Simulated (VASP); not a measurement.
# BN (P3m1) in VASP: further runs

The runs below take BN through single point, with PBEsol.

Everything below comes from runs of VASP 6.6.1. Logs are shortened: lines on timing, memory, paths and dates and some standing lists are left out, and cuts for length are marked.

**1. The cell of the first run**

Symmetry: P3m1, No. 156, trigonal system. The conventional cell has a = 2.541 Å, b = 2.541 Å, c = 12.310 Å, α = 90.00°, β = 90.00°, γ = 120.00°. Within 1.7 Å of B (site symmetry 3m) lie 4 N at 1.27 to 1.56 Å. Within 2.1 Å of B (site symmetry 3m) lie 4 N at 1.56 to 1.57 Å. B (site symmetry 3m) has 4 N at 1.56 to 1.57 Å within 2.1 Å. B (site symmetry 3m) has 4 N at 1.56 to 1.57 Å within 2.1 Å. Within 2.1 Å of B (site symmetry 3m) lie 4 N at 1.56 to 1.57 Å. B (site symmetry 3m) has 4 N at 1.56 to 1.57 Å within 2.1 Å. N (site symmetry 3m) has 4 B at 1.27 to 1.56 Å within 1.7 Å. Within 2.1 Å of N (site symmetry 3m) lie 4 B at 1.56 to 1.57 Å.

**2. Single point, PBEsol**

Contents of INCAR:

```
SYSTEM = BN
PREC = Accurate
ENCUT = 520
EDIFF = 1E-6
ISMEAR = 0
SIGMA = 0.05
LREAL = .FALSE.
LASPH = .TRUE.
NELM = 100
ALGO = Normal
ISIF = 2
LWAVE = .FALSE.
LCHARG = .TRUE.
GGA = PS
LELF = .TRUE.
LVHAR = .TRUE.
NBANDS = 36
```

Contents of KPOINTS:

```
Automatic mesh
0
G
  10 10 2
  0 0 0
```

Contents of POSCAR:

```
BN
1.0
   -2.5410113127      0.0000000000      0.0000000000
    1.2705056564     -2.2005803481      0.0000000000
    0.0000000000      0.0000000000     12.3098865130
B N
6 6
Direct
    0.3333333333      0.6666666667      0.0639661413
    0.3333333333      0.6666666667      0.4054230264
    0.3333333333      0.6666666667      0.7468799115
    0.6666666667      0.3333333333      0.9176083540
    0.6666666667      0.3333333333      0.2346945839
    0.6666666667      0.3333333333      0.5761514689
    0.3333333333      0.6666666667      0.9604728053
    0.3333333333      0.6666666667      0.2775590351
    0.3333333333      0.6666666667      0.6190159202
    0.6666666667      0.3333333333      0.7897443627
    0.6666666667      0.3333333333      0.1068305926
    0.6666666667      0.3333333333      0.4482874777
```

Potentials or basis: VASP PAW PBE potentials, release 64 (B, N).

The run is started by

```
cat potpaw_PBE.64/B/POTCAR potpaw_PBE.64/N/POTCAR > POTCAR
mpirun -np 1 vasp_std > vasp.out
```

OUTCAR:

```text
SYSTEM = BN
   PREC = Accurate
   ENCUT = 520
   EDIFF = 1E-6
   ISMEAR = 0
   LREAL = .FALSE.
   LASPH = .TRUE.
   NELM = 100
   ISIF = 2
   GGA = PS

 ion  position               nearest neighbor table
   1  0.333  0.667  0.064-   7 1.27  11 1.56  11 1.56  11 1.56
   2  0.333  0.667  0.405-  12 1.56  12 1.56  12 1.56   8 1.57
   3  0.333  0.667  0.747-  10 1.56  10 1.56  10 1.56   9 1.57
   4  0.667  0.333  0.918-   7 1.56   7 1.56   7 1.56  10 1.57
   5  0.667  0.333  0.235-   8 1.56   8 1.56   8 1.56  11 1.57
   6  0.667  0.333  0.576-   9 1.56   9 1.56   9 1.56  12 1.57
   7  0.333  0.667  0.960-   1 1.27   4 1.56   4 1.56   4 1.56
   8  0.333  0.667  0.278-   5 1.56   5 1.56   5 1.56   2 1.57
   9  0.333  0.667  0.619-   6 1.56   6 1.56   6 1.56   3 1.57
  10  0.667  0.333  0.790-   3 1.56   3 1.56   3 1.56   4 1.57
  11  0.667  0.333  0.107-   1 1.56   1 1.56   1 1.56   5 1.57
  12  0.667  0.333  0.448-   2 1.56   2 1.56   2 1.56   6 1.57

  LATTYP: Found a hexagonal cell.
 ALAT       =     2.5410113127
 C/A-ratio  =     4.8444831597

  Lattice vectors:

 A1 = (  -2.5410113127,   0.0000000000,   0.0000000000)
 A2 = (   1.2705056564,  -2.2005803481,   0.0000000000)
 A3 = (   0.0000000000,   0.0000000000,  12.3098865130)

Analysis of symmetry for initial positions (statically):
=====================================================================
 Subroutine PRICEL returns:
 Original cell was already a primitive cell.

 Routine SETGRP: Setting up the symmetry group for a
 hexagonal supercell.

 Subroutine GETGRP returns: Found  6 space group operations
 (whereof  6 operations were pure point group operations)
 out of a pool of 24 trial point group operations.

The static configuration has the point symmetry C_3v.

Analysis of symmetry for dynamics (positions and initial velocities):
=====================================================================
 Subroutine PRICEL returns:
 Original cell was already a primitive cell.

 Routine SETGRP: Setting up the symmetry group for a
 hexagonal supercell.

 Subroutine GETGRP returns: Found  6 space group operations
 (whereof  6 operations were pure point group operations)
 out of a pool of 24 trial point group operations.

The dynamic configuration has the point symmetry C_3v.

 Subroutine INISYM returns: Found  6 space group operations
 (whereof  6 operations are pure point group operations),
 and found     1 'primitive' translations

----------------------------------------------------------------------------------------

                                     Primitive cell

  volume of cell :      68.8332

  direct lattice vectors                    reciprocal lattice vectors
    -2.541011313  0.000000000  0.000000000    -0.393544096 -0.227212790  0.000000000
     1.270505656 -2.200580348  0.000000000     0.000000000 -0.454425580  0.000000000
     0.000000000  0.000000000 12.309886513     0.000000000  0.000000000  0.081235517

  length of vectors
     2.541011313  2.541011313 12.309886513     0.454425580  0.454425580  0.081235517

  position of ions in fractional coordinates (direct lattice)
     0.333333333  0.666666667  0.063966141
     0.333333333  0.666666667  0.405423026
     0.333333333  0.666666667  0.746879912
     0.666666667  0.333333333  0.917608354
     0.666666667  0.333333333  0.234694584
     0.666666667  0.333333333  0.576151469
     0.333333333  0.666666667  0.960472805
     0.333333333  0.666666667  0.277559035
     0.333333333  0.666666667  0.619015920
     0.666666667  0.333333333  0.789744363
     0.666666667  0.333333333  0.106830593
     0.666666667  0.333333333  0.448287478

  ion indices of the primitive-cell ions
   primitive index   ion index
                 1           1
                 2           2
                 3           3
                 4           4
                 5           5
                 6           6
                 7           7
                 8           8
                 9           9
                10          10
                11          11
                12          12

----------------------------------------------------------------------------------------

 KPOINTS: Automatic mesh

Automatic generation of k-mesh.
 Grid dimensions read from file:
 generate k-points for:   10   10    2

 Generating k-lattice:

  Cartesian coordinates                     Fractional coordinates (reciprocal lattice)
    -0.039354410 -0.022721279  0.000000000     0.100000000  0.000000000  0.000000000
     0.000000000 -0.045442558  0.000000000     0.000000000  0.100000000  0.000000000
     0.000000000  0.000000000  0.040617759     0.000000000  0.000000000  0.500000000

  Length of vectors
     0.045442558  0.045442558  0.040617759

  Shift w.r.t. Gamma in fractional coordinates (k-lattice)
     0.000000000  0.000000000  0.000000000

 Subroutine IBZKPT returns following result:
 ===========================================

 Found     28 irreducible k-points:

 Following reciprocal coordinates:
            Coordinates               Weight
  0.000000  0.000000  0.000000      1.000000
  0.100000  0.000000  0.000000      6.000000
  0.200000  0.000000  0.000000      6.000000
  0.300000 -0.000000  0.000000      6.000000
  0.400000  0.000000  0.000000      6.000000
  0.500000 -0.000000  0.000000      3.000000
[... 16 lines left out ...]
  0.300000  0.100000  0.500000     12.000000
  0.400000  0.100000  0.500000     12.000000
 [... further k-points ...]
   k-points           NKPTS =     28   k-points in BZ     NKDIM =     28   number of bands    NBANDS=     36
   number of dos      NEDOS =    301   number of ions     NIONS =     12
   total plane-waves  NPLWV =  38400
   dimension x,y,z NGX =    20 NGY =   20 NGZ =   96
   dimension x,y,z NGXF=    40 NGYF=   40 NGZF=  192
   ions per type =               6   6
   NGX,Y,Z   is equivalent  to a cutoff of  13.09, 13.09, 12.96 a.u.
   NGXF,Y,Z  is equivalent  to a cutoff of  26.17, 26.17, 25.93 a.u.
 SYSTEM =  BN
   PREC   = accura    normal or accurate (medium, high low for compatibility)
   ISTART =      0    job   : 0-new  1-cont  2-samecut
   ICHARG =      2    charge: 1-file 2-atom 10-const
   ISPIN  =      1    spin polarized calculation?
   LNONCOLLINEAR =      F non collinear calculations
   LSORBIT =      F    spin-orbit coupling
   LASPH  =      T    aspherical Exc in radial PAW
   ENCUT  =  520.0 eV  38.22 Ry    6.18 a.u.   4.72  4.72 22.89*2*pi/ulx,y,z
   NELM   =    100;   NELMIN=  2; NELMDL= -5     # of ELM steps
   EDIFF  = 0.1E-05   stopping-criterion for ELM
   LREAL  =      F    real-space projection
   EDIFFG = 0.1E-04   stopping-criterion for IOM
   NSW    =      0    number of steps for IOM
   IBRION =     -1    ionic relax: 0-MD 1-quasi-New 2-CG
   NFREE  =      0    steps in history (QN), initial steepest desc. (CG)
   ISIF   =      2    stress and relaxation
   ISYM   =      2    0-nonsym 1-usesym 2-fastsym
   POTIM  = 0.5000    time-step for ionic-motion
   TEBEG  =    0.0;   TEEND  =   0.0 temperature during run
   PSTRESS=    0.0 pullay stress
   NELECT =      48.0000    total number of electrons
   NUPDOWN=      -1.0000    fix difference up-down
   EMIN   =  10.00;   EMAX   =-10.00  energy-range for DOS
   EFERMI =   0.00;   METHOD = LEGACY
   ISMEAR =     0;   SIGMA  =   0.05  broadening in eV -4-tet -1-fermi 0-gaus
   EFERMI_NEDOS =   21; number of points for ismear=-14 and -15
   IALGO  =     38    algorithm
   IMIX   =      4    mixing-type and parameters
     AMIX     =   0.40;   BMIX     =  1.00
     AMIX_MAG =   1.60;   BMIX_MAG =  1.00
  volume/ion in A,a.u.               =       5.74        38.71
  Fermi-wavevector in a.u.,A,eV,Ry     =   1.451741  2.743394 28.675004  2.107553
  Thomas-Fermi vector in A             =   2.569204
   LORBIT       =      0    0 simple, 1 ext, 2 COOP (PROOUT), +10 PAW based schemes
   GGA     = PS    functional components
   LHFCALC =     F    Hartree Fock is set to
   AEXX    =    0.0000 exact exchange contribution
   IVDW    =     0    specifies the selected vdW correction
   LEPSILON=     F    determine dielectric tensor
   LRPA    =     F    only Hartree local field effects (RPA)
 non-spin polarized calculation
 Gauss-broadening in eV      SIGMA  =   0.05
  energy-cutoff  :      520.00
  volume of cell :       68.83
 maximum number of plane-waves:      1870
 NGX is ok and might be reduce to    20
   NGX =  9   NGY =  9   NGZ = 45

 number of electron      48.0000004 magnetization

 Free energy of the ion-electron system (eV)
  ---------------------------------------------------
  ext. energy  EPLUGINS =         0.00000000
  ---------------------------------------------------
  free energy    TOTEN  =      -108.19396479 eV

  energy without entropy =     -108.19396479  energy(sigma->0) =     -108.19396479

 E-fermi :   8.4106     XC(G=0): -13.1385

 val. band max:        8.1981127594   @ k =   0.0000   0.0000   0.0000
 cond. band min:      12.8520994397   @ k =   0.3000   0.3000   0.0000
 fundamental gap:      4.6539866803
 Fermi energy:         8.4105812131

 k-point     1 :       0.0000    0.0000    0.0000
  band No.  band energies     occupation
      1     -13.6687      2.00000
      2     -12.3342      2.00000
      3     -11.8187      2.00000
      4     -10.3855      2.00000
      5      -9.8924      2.00000
      6      -8.1810      2.00000
[... 28 lines left out ...]
     35      17.7625      0.00000
     36      18.1818      0.00000

 k-point     2 :       0.1000    0.0000    0.0000
  band No.  band energies     occupation
      1     -13.4536      2.00000
      2     -12.1180      2.00000
      3     -11.6035      2.00000
      4     -10.1862      2.00000
      5      -9.6956      2.00000
      6      -8.0155      2.00000
[... 850 lines left out ...]
 k-point    24 :       0.4000    0.1000    0.5000
  band No.  band energies     occupation
      1      -9.9379      2.00000
      2      -8.5701      2.00000
      3      -8.0165      2.00000
      4      -7.6847      2.00000
      5      -7.2750      2.00000
      6      -6.8207      2.00000
[... 28 lines left out ...]
     35      20.1200      0.00000
     36      20.2081      0.00000

 [... further k-points ...]

------------------------ aborting loop because EDIFF is reached ----------------------------------------

  FORCE on cell =-STRESS in cart. coord.  units (eV):
  Direction    XX          YY          ZZ          XY          YZ          ZX
  --------------------------------------------------------------------------------------
  -------------------------------------------------------------------------------------
  Total        1.0236606      1.0236606     20.4960641     -0.0000000      0.0000000     -0.0000000
  in kB       23.8269633     23.8269633    477.0711720     -0.0000000      0.0000000     -0.0000000
  external PRESSURE =     174.9083662 kB  Pullay stress =       0.0000000 kB

 VOLUME and BASIS-vectors are now :
 -----------------------------------------------------------------------------
  energy-cutoff  :      520.00
  volume of cell :       68.83
      direct lattice vectors                 reciprocal lattice vectors
    -2.541011313  0.000000000  0.000000000    -0.393544096 -0.227212790  0.000000000
     1.270505656 -2.200580348  0.000000000     0.000000000 -0.454425580  0.000000000
     0.000000000  0.000000000 12.309886513     0.000000000  0.000000000  0.081235517

 POSITION                                       TOTAL-FORCE (eV/Angst)
 -----------------------------------------------------------------------------------
      0.00000     -1.46705      0.78742         0.000000      0.000000     12.031888
      0.00000     -1.46705      4.99071         0.000000     -0.000000     -0.253408
      0.00000     -1.46705      9.19401        -0.000000      0.000000     -0.288312
     -1.27051     -0.73353     11.29565        -0.000000      0.000000     -1.873620
     -1.27051     -0.73353      2.88906        -0.000000     -0.000000     -0.250081
     -1.27051     -0.73353      7.09236         0.000000     -0.000000     -0.255881
      0.00000     -1.46705     11.82331         0.000000     -0.000000    -12.786976
      0.00000     -1.46705      3.41672        -0.000000     -0.000000      0.263561
      0.00000     -1.46705      7.62002        -0.000000      0.000000      0.256261
     -1.27051     -0.73353      9.72166         0.000000     -0.000000      0.289419
     -1.27051     -0.73353      1.31507        -0.000000      0.000000      2.612810
     -1.27051     -0.73353      5.51837         0.000000     -0.000000      0.254341
 -----------------------------------------------------------------------------------
    total drift:                               -0.000000     -0.000000     -0.000277

  FREE ENERGIE OF THE ION-ELECTRON SYSTEM (eV)
  ---------------------------------------------------
  free  energy   TOTEN  =      -108.1939647930 eV

  energy  without entropy=     -108.1939647930  energy(sigma->0) =     -108.19396479
```

Wall time 75 s (1 thread of Intel Xeon 6975P-C, shared host); peak memory 0.21 GiB.

Results:

| Quantity | Value |
| --- | --- |
| Free energy | -108.1940 eV |
| Pressure | 17.5 GPa |
| Largest force | 12.787 eV/Å |
| Band gap on the k mesh | 4.65 eV, indirect (least direct gap 7.30 eV) |

Forces in eV/Å, atoms in the order of the input:
```
B     0.000   0.000  12.032
B     0.000   0.000  -0.253
B     0.000   0.000  -0.288
B     0.000   0.000  -1.874
B     0.000   0.000  -0.250
B     0.000   0.000  -0.256
N     0.000   0.000 -12.787
N     0.000   0.000   0.264
N     0.000   0.000   0.256
N     0.000   0.000   0.289
N     0.000   0.000   2.613
N     0.000   0.000   0.254
```

Stress tensor (GPa, compression positive):
```
 2.38  0.00  0.00
 0.00  2.38  0.00
 0.00  0.00 47.71
```

Levels at points of the mesh, in eV from the valence-band top:
```tsv
k point	band 22	band 23	band 24	band 25	band 26	band 27
(0.00, 0.00, 0.00)	-0.70	0.00	0.00	7.39	7.39	7.85
(0.50, 0.00, 0.00)	-3.21	-3.12	-2.10	5.55	6.05	6.22
(0.00, 0.00, 0.50)	-0.58	-0.04	-0.04	7.41	7.41	7.75
(0.50, 0.00, 0.50)	-3.41	-2.81	-2.20	5.53	6.11	6.29
```

Caveat: the PAW data sets were made with another functional, which shifts forces and pressure a little.

(Part 1 of 2 ends here.)
